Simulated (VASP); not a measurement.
Runs of VASP 6.6.1 on Si. The structure is that of space group P6_3/mmc (No. 194), or close to it. The cells are those of the table. 

```csv
cell,gap on the mesh (eV),pressure (GPa),largest force (eV/Å)
"a = 3.831, b = 3.831, c = 5.826 Å, angles 90.0, 90.0, 120.0°, 4 atoms",none,10.9,1.51
"a = 4.138, b = 4.138, c = 6.586 Å, angles 90.0, 90.0, 120.0°, 4 atoms",0.42,-12.2,0.21
"a = 3.678, b = 3.678, c = 6.079 Å, angles 90.0, 90.0, 120.0°, 4 atoms",0.32,15.3,(b)
"a = 4.138, b = 4.138, c = 6.333 Å, angles 90.0, 90.0, 120.0°, 4 atoms",0.10,-10.1,0.54
"a = 3.525, b = 3.525, c = 6.839 Å, angles 90.0, 90.0, 120.0°, 4 atoms",none,13.8,(a)
```

Alike in all rows: task single point; level r2SCAN; potentials or basis VASP PAW PBE potentials, release 64 (Si); no spin polarisation; k mesh 12 × 12 × 6; cutoff (eV) 520; smearing gaussian 0.05 eV.

Estimate the missing entries.

(a) 1.66; (b) 0.06.

Caveats: the PAW data sets were made with another functional, which shifts forces and pressure a little.

A k mesh can miss the band edges.

A gap of «none» marks levels without a gap at the run's occupations.
